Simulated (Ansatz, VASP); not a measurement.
**One calculation of Fe, two programs**

INCAR

```
ALGO = Normal ; EDIFF = 1E-6
ENCUT = 520 ; GGA = PE
ISIF = 2 ; ISMEAR = -1
ISPIN = 2 ; LASPH = True
LCHARG = False ; LMAXMIX = 4
LORBIT = 11 ; LREAL = False
LWAVE = False ; MAGMOM = 2.618
NBANDS = 14 ; NELM = 150
PREC = Accurate ; SIGMA = 0.05
```

KPOINTS

```
k-points
0
Gamma
  17 17 17
```

File POSCAR:

```
Fe
1.0
    0.0000000000      1.8208597540      1.8208597540
    1.8208597540      0.0000000000      1.8208597540
    1.8208597540      1.8208597540      0.0000000000
Fe
1
Direct
    0.0000000000      0.0000000000      0.0000000000
```

Input for Ansatz:

```yaml
crystal:
  lattice:
    - [0.0, 1.820859754, 1.820859754]
    - [1.820859754, 0.0, 1.820859754]
    - [1.820859754, 1.820859754, 0.0]
  atoms:
    - { symbol: Fe, position: [0.0, 0.0, 0.0], spin: 2.618 }
hamiltonian:
  xc: pbe
  pseudopotentials:
    kind: paw
    azcp:
      Fe: "pseudopotentials/Fe.paw.azcp"
basis:
  ecutwfc: 420
  fft_grid_basis: typed
kpoints:
  mp_grid: { grid: [17, 17, 17], shift: [0, 0, 0] }
magnetization:
  spin_polarized: true
scf:
  occupations: { method: fermi_dirac, width: 0.05 }
  lower_state_search: "off"
output:
  stress: true
```

Alike in both runs: task single point; functional PBE; k mesh 17 × 17 × 17; occupations fermi-dirac, width 0.05 eV; collinear spin.

|  | VASP | Ansatz |
| --- | --- | --- |
| version | VASP 6.6.1 | Ansatz 0.2.0 |
| potentials or method | VASP PAW PBE potentials, release 64 (Fe), cutoff 520 eV | plane waves (420 eV) with PAW, scalar-relativistic |
| valence electrons in the cell | 8 | 16 |

VASP gave:

* pressure (GPa): -0.8
* net moment per atom (μB): 2.58
* size of the moment on the site where the two differ most (μB): 2.58

Question: Which values does Ansatz return?

Answer: Pressure (GPa): -0.7; net moment per atom (μB): 2.58; size of the moment on the site where the two differ most (μB): 2.63.

Site moments also hang on the region over which each program counts them. With one functional, cell and mesh, what is left measures potentials, basis and numerics. VASP's potentials hold 8 valence electrons a cell and Ansatz's 16, so a difference there can come from the potentials and not from the codes.
